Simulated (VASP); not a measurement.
# CsSnI3 (Pm-3m) in VASP: a series of runs, part 3 of 3

VASP 6.6.1. The steps go on from the part before.

## Step 4: Single point, PBEsol (volume scaled by 1.04)

File INCAR:

```
SYSTEM = CsSnI3
PREC     = Accurate       ! precision mode
ENCUT    = 500            ! plane-wave cutoff, eV
EDIFF    = 1E-6           ! SCF threshold, eV
ISMEAR   = -1             ! smearing method
SIGMA    = 0.05           ! smearing width, eV
LREAL    = .FALSE.        ! projectors in reciprocal space
LASPH    = .TRUE.         ! aspherical terms in the spheres
NELM     = 120            ! most SCF steps
ALGO     = Normal         ! electronic algorithm
ISIF     = 2              ! what is computed and relaxed
LWAVE    = .FALSE.        ! write WAVECAR
LCHARG   = .FALSE.        ! write CHGCAR
GGA      = PS             ! functional
NBANDS   = 30             ! bands
GGA_COMPAT= .FALSE.
```

File KPOINTS:

```
regular mesh
0
G
  5 5 5
  0 0 0
```

File POSCAR:

```
CsSnI3
1.0
    6.2873633123      0.0000000000      0.0000000000
    0.0000000000      6.2873633123      0.0000000000
    0.0000000000      0.0000000000      6.2873633123
Cs I Sn
1 3 1
Direct
    0.0000000000      0.0000000000      0.0000000000
    0.5000000000      0.5000000000      0.0000000000
    0.5000000000      0.0000000000      0.5000000000
    0.0000000000      0.5000000000      0.5000000000
    0.5000000000      0.5000000000      0.5000000000
```

Potentials or basis: VASP PAW PBE potentials, release 64 (Cs_sv, I, Sn_d).

Command:

```
$ cat potpaw_PBE.64/Cs_sv/POTCAR potpaw_PBE.64/I/POTCAR potpaw_PBE.64/Sn_d/POTCAR > POTCAR
$ mpirun -np 1 vasp_std > vasp.out
```

OUTCAR:

```text
SYSTEM = CsSnI3
   PREC = Accurate
   ENCUT = 500
   EDIFF = 1E-6
   ISMEAR = -1
   LREAL = .FALSE.
   LASPH = .TRUE.
   NELM = 120
   ISIF = 2
   GGA = PS

 ion  position               nearest neighbor table
   1  0.000  0.000  0.000-
   2  0.500  0.500  0.000-   5 3.14   5 3.14
   3  0.500  0.000  0.500-   5 3.14   5 3.14
   4  0.000  0.500  0.500-   5 3.14   5 3.14
   5  0.500  0.500  0.500-   2 3.14   3 3.14   4 3.14   2 3.14   3 3.14   4 3.14

  LATTYP: Found a simple cubic cell.
 ALAT       =     6.2873633123

  Lattice vectors:

 A1 = (   6.2873633123,   0.0000000000,   0.0000000000)
 A2 = (   0.0000000000,   6.2873633123,   0.0000000000)
 A3 = (   0.0000000000,   0.0000000000,   6.2873633123)

Analysis of symmetry for initial positions (statically):
=====================================================================
 Subroutine PRICEL returns:
 Original cell was already a primitive cell.

 Routine SETGRP: Setting up the symmetry group for a
 simple cubic supercell.

 Subroutine GETGRP returns: Found 48 space group operations
 (whereof 48 operations were pure point group operations)
 out of a pool of 48 trial point group operations.

The static configuration has the point symmetry O_h .

Analysis of symmetry for dynamics (positions and initial velocities):
=====================================================================
 Subroutine PRICEL returns:
 Original cell was already a primitive cell.

 Routine SETGRP: Setting up the symmetry group for a
 simple cubic supercell.

[... 106 lines left out ...]
   NELECT =      44.0000    total number of electrons
   NUPDOWN=      -1.0000    fix difference up-down
   EMIN   =  10.00;   EMAX   =-10.00  energy-range for DOS
   EFERMI =   0.00;   METHOD = LEGACY
   ISMEAR =    -1;   SIGMA  =   0.05  broadening in eV -4-tet -1-fermi 0-gaus
   EFERMI_NEDOS =   21; number of points for ismear=-14 and -15
   IALGO  =     38    algorithm
   IMIX   =      4    mixing-type and parameters
     AMIX     =   0.40;   BMIX     =  1.00
     AMIX_MAG =   1.60;   BMIX_MAG =  1.00
  volume/ion in A,a.u.               =      49.71       335.45
  Fermi-wavevector in a.u.,A,eV,Ry     =   0.919229  1.737091 11.496684  0.844982
  Thomas-Fermi vector in A             =   2.044400
   LORBIT       =      0    0 simple, 1 ext, 2 COOP (PROOUT), +10 PAW based schemes
   GGA     = PS    functional components
   LHFCALC =     F    Hartree Fock is set to
   AEXX    =    0.0000 exact exchange contribution
   IVDW    =     0    specifies the selected vdW correction
   LEPSILON=     F    determine dielectric tensor
   LRPA    =     F    only Hartree local field effects (RPA)
 non-spin polarized calculation
  energy-cutoff  :      500.00
  volume of cell :      248.55
 maximum number of plane-waves:      6355
 NGX is ok and might be reduce to    48
   NGX = 23   NGY = 23   NGZ = 23

 number of electron      43.9999982 magnetization

 Free energy of the ion-electron system (eV)
  ---------------------------------------------------
  ext. energy  EPLUGINS =         0.00000000
  ---------------------------------------------------
  free energy    TOTEN  =       -15.04944573 eV

  energy without entropy =      -15.04944572  energy(sigma->0) =      -15.04944572

 E-fermi :   2.3262     XC(G=0):  -7.5239

 val. band max:        1.4639070343   @ k =   0.4000   0.4000   0.4000
 cond. band min:       3.2234305874   @ k =   0.4000   0.4000   0.4000
 fundamental gap:      1.7595235531
 Fermi energy:         2.3261622238

 k-point     1 :       0.0000    0.0000    0.0000
  band No.  band energies     occupation
      1     -19.8159      2.00000
      2     -19.5541      2.00000
      3     -19.5541      2.00000
      4     -19.5372      2.00000
      5     -19.5372      2.00000
      6     -19.5372      2.00000
[... 319 lines left out ...]
     29       6.5688      0.00000
     30       7.5777      0.00000

------------------------ aborting loop because EDIFF is reached ----------------------------------------

  FORCE on cell =-STRESS in cart. coord.  units (eV):
  Direction    XX          YY          ZZ          XY          YZ          ZX
  --------------------------------------------------------------------------------------
  -------------------------------------------------------------------------------------
  Total       -1.9159124     -1.9159124     -1.9159124      0.0000000     -0.0000000      0.0000000
  in kB      -12.3503869    -12.3503869    -12.3503869      0.0000000     -0.0000000      0.0000000
  external PRESSURE =     -12.3503869 kB  Pullay stress =       0.0000000 kB

 VOLUME and BASIS-vectors are now :
 -----------------------------------------------------------------------------
  energy-cutoff  :      500.00
  volume of cell :      248.55
      direct lattice vectors                 reciprocal lattice vectors
     6.287363312  0.000000000  0.000000000     0.159049183  0.000000000  0.000000000
     0.000000000  6.287363312  0.000000000     0.000000000  0.159049183  0.000000000
     0.000000000  0.000000000  6.287363312     0.000000000  0.000000000  0.159049183

 POSITION                                       TOTAL-FORCE (eV/Angst)
 -----------------------------------------------------------------------------------
      0.00000      0.00000      0.00000         0.000000      0.000000      0.000000
      3.14368      3.14368      0.00000         0.000000      0.000000      0.000000
      3.14368      0.00000      3.14368         0.000000      0.000000      0.000000
      0.00000      3.14368      3.14368         0.000000      0.000000      0.000000
      3.14368      3.14368      3.14368         0.000000      0.000000      0.000000
 -----------------------------------------------------------------------------------
    total drift:                                0.000000     -0.000000     -0.000000

  FREE ENERGIE OF THE ION-ELECTRON SYSTEM (eV)
  ---------------------------------------------------
  free  energy   TOTEN  =       -15.0494457262 eV

  energy  without entropy=      -15.0494457183  energy(sigma->0) =      -15.04944572
```

Run time: 98 s. Hardware: 1 thread of AMD EPYC 7R43 (Zen 3), shared host; peak memory 0.31 GiB.

Results:

```
Free energy            : -15.0494 eV
Pressure               : -1.2 GPa
Band gap on the k mesh : 1.76 eV, direct
```

Caveat: the cell differs from its parent crystal (volume scaled by 1.04); the PAW data sets were made with another functional, which shifts forces and pressure a little; spin-orbit coupling is left out, which moves the levels of the heavy elements. A k mesh can miss the band edges.

## Step 5: Single point, RPBE+D3(BJ)

This run uses another cell than the first one, of 36.72 Å³/atom, 0.817 times its volume.

File INCAR:

```
SYSTEM = CsSnI3
  PREC = Accurate
  ENCUT = 520
  EDIFF = 1E-7
  ISMEAR = -1
  SIGMA = 0.05
  LREAL = .FALSE.
  LASPH = .TRUE.
  NELM = 100
  ALGO = Normal
  ISIF = 2
  LWAVE = .FALSE.
  LCHARG = .FALSE.
  GGA = RP
  IVDW = 12
  NBANDS = 30
```

File KPOINTS:

```
Automatic mesh
0
G
  5 5 5
  0 0 0
```

Edit POSCAR of step 4 so:

```diff
@@ -2,5 +2,5 @@
 1.0
-    6.2873633123      0.0000000000      0.0000000000
-    0.0000000000      6.2873633123      0.0000000000
-    0.0000000000      0.0000000000      6.2873633123
+    5.6834847619      0.0000000000      0.0000000000
+    0.0000000000      5.6834847619      0.0000000000
+    0.0000000000      0.0000000000      5.6834847619
 Cs I Sn
```

Command:

```
$ cat potpaw_PBE.64/Cs_sv/POTCAR potpaw_PBE.64/I/POTCAR potpaw_PBE.64/Sn_d/POTCAR > POTCAR
$ mpirun -np 1 vasp_std > vasp.out
```

Run time: 52 s. Hardware: 1 thread of Oxide Virtual Turin-like, shared host; peak memory 0.24 GiB.

Results (log left out):

```yaml
Free_energy: -18.9448 eV
Pressure: 0.0 GPa
Band_gap_on_the_k_mesh: 1.55 eV, direct
Dispersion_energy_per_atom: -1.571 eV
```

Levels at points of the mesh, in eV from the valence-band top:
```csv
k point,band 18,band 19,band 20,band 21,band 22,band 23,band 24,band 25,band 26,band 27
"(0.00, 0.00, 0.00)",-2.60,-2.60,-2.21,-2.21,-2.21,2.88,2.98,2.98,3.19,3.19
```

Caveat: the PAW data sets were made with another functional, which shifts forces and pressure a little; spin-orbit coupling is left out, which moves the levels of the heavy elements. A k mesh can miss the band edges.

## Step 6: Single point, PBEsol+D3(BJ)

This run uses another cell than the first one, of 43.67 Å³/atom, 0.972 times its volume.

File INCAR:

```
  PREC = Accurate
  ENCUT = 520
  EDIFF = 1E-6
  ISMEAR = -1
  SIGMA = 0.05
  LREAL = False
  LASPH = True
  NELM = 60
  ALGO = Normal
  ISIF = 2
  LWAVE = False
  LCHARG = False
  GGA = PS
  IVDW = 12
  NBANDS = 30
```

File KPOINTS:

```
regular mesh
0
Gamma
  5 5 5
```

Edit POSCAR of step 5 so:

```diff
@@ -2,5 +2,5 @@
 1.0
-    5.6834847619      0.0000000000      0.0000000000
-    0.0000000000      5.6834847619      0.0000000000
-    0.0000000000      0.0000000000      5.6834847619
+    6.0215997206      0.0000000000      0.0000000000
+    0.0000000000      6.0215997206      0.0000000000
+    0.0000000000      0.0000000000      6.0215997206
 Cs I Sn
```

Potentials or basis: VASP PAW PBE potentials, release 64 (Cs_sv, I, Sn_d).

Command:

```
$ cat potpaw_PBE.64/Cs_sv/POTCAR potpaw_PBE.64/I/POTCAR potpaw_PBE.64/Sn_d/POTCAR > POTCAR
$ mpirun -np 1 vasp_std > vasp.out
```

It took 66 s on 1 thread of Oxide Virtual Turin-like, shared host; peak memory 0.32 GiB.

It converged, with:

```yaml
Free_energy: -16.4512 eV
Pressure: 0.0 GPa
Band_gap_on_the_k_mesh: 1.64 eV, direct
Dispersion_energy_per_atom: -0.271 eV
```

Levels at points of the mesh, in eV from the valence-band top:
| k point | band 18 | band 19 | band 20 | band 21 | band 22 | band 23 | band 24 | band 25 | band 26 | band 27 |
| --- | --- | --- | --- | --- | --- | --- | --- | --- | --- | --- |
| (0.00, 0.00, 0.00) | -1.78 | -1.78 | -1.56 | -1.56 | -1.56 | 2.79 | 3.56 | 3.56 | 3.89 | 3.89 |

Caveat: the PAW data sets were made with another functional, which shifts forces and pressure a little; spin-orbit coupling is left out, which moves the levels of the heavy elements. A k mesh can miss the band edges.

## Step 7: Overview

| level | cell | cutoff (eV) | gap on the mesh (eV) | pressure (GPa) |
| --- | --- | --- | --- | --- |
| PBEsol | a = 6.079 Å, 5 atoms | 500 | 1.67 | 0.4 |
| PBEsol | a = 6.247 Å, 5 atoms | 500 | 1.74 | -1.0 |
| PBEsol | a = 6.287 Å, 5 atoms | 500 | 1.76 | -1.2 |
| RPBE+D3(BJ) | a = 5.683 Å, 5 atoms | 520 | 1.55 | 0.0 |
| PBEsol+D3(BJ) | a = 6.022 Å, 5 atoms | 520 | 1.64 | 0.0 |

Alike in all rows: task single point; potentials or basis VASP PAW PBE potentials, release 64 (Cs_sv, I, Sn_d); no spin polarisation; k mesh 5 × 5 × 5; smearing fermi-dirac 0.05 eV.

Caveats: the PAW data sets were made with another functional, which shifts forces and pressure a little; spin-orbit coupling is left out, which moves the levels of the heavy elements.

Total energies depend on the potentials used, so only differences within one code and one set of settings carry meaning.
